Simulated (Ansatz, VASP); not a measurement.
# BaS in VASP and in Ansatz

INCAR

```
  PREC = Accurate
  ENCUT = 520
  EDIFF = 1E-6
  ISMEAR = -1
  SIGMA = 0.02
  LREAL = False
  LASPH = True
  NELM = 100
  ALGO = Normal
  ISIF = 2
  LWAVE = False
  LCHARG = True
  GGA = PE
  LELF = True
  LVHAR = True
  NBANDS = 15
```

File KPOINTS:

```
Automatic mesh
0
Gamma
  8 8 8
```

The input POSCAR:

```
BaS
1.0
    0.0000000000      3.2256875000      3.1937500000
    3.2256875000      0.0000000000      3.1937500000
    3.2256875000      3.2256875000      0.0000000000
Ba S
1 1
Direct
    0.0000000000      0.0000000000      0.0000000000
    0.5000000000      0.5000000000      0.5000000000
```

Input for Ansatz:

```yaml
crystal:
  lattice:
    - [0.0, 3.2256875, 3.19375]
    - [3.2256875, 0.0, 3.19375]
    - [3.2256875, 3.2256875, 0.0]
  atoms:
    - { symbol: Ba, position: [0.0, 0.0, 0.0] }
    - { symbol: S, position: [0.5, 0.5, 0.5] }
kpoints:
  mp_grid: { grid: [8, 8, 8] }
  band_path:
    path:
      - [0.0, 0.0, 0.0]
      - [0.0, 0.5, 0.5]
      - [0.25, 0.75, 0.5]
      - [0.0, 0.5, 0.0]
      - [0.0, 0.0, 0.0]
      - [0.5, 0.5, 0.0]
      - [0.3775125, 0.6224875, 0.0]
      - [-0.3775125, 0.3775125, 0.0]
      - [0.0, 0.0, 0.0]
    npoints: 5
scf:
  occupations: { method: fermi_dirac, width: 0.02 }
hamiltonian:
  xc: pbe
  pseudopotentials: { kind: all_electron, lapw: { basis_error: 0.00025 } }
output:
  forces: true
  stress: true
  eigenvalues: true
```

Change from the starting cell: equal xx and yy strain of +1 %.

Alike in both runs: task single point; functional PBE; k mesh 8 × 8 × 8; occupations fermi-dirac, width 0.02 eV; no spin polarisation.

```csv
,VASP,Ansatz
version,VASP 6.6.1,Ansatz 0.2.0
potentials or method,"VASP PAW PBE potentials, release 64 (Ba_sv, S), cutoff 520 eV","all-electron LAPW, scalar-relativistic"
```

```csv
,VASP,Ansatz,Ansatz less VASP
gap on the k mesh at the Fermi level (eV),2.11,2.21,+0.097
pressure (GPa),0.5,0.0,-0.55
"traceless stress, the component that is largest in VASP (GPa)",0.54,0.49,-0.050
```

Ansatz ran all-electron here, and VASP with PAW potentials.

Spin-orbit coupling is off throughout.
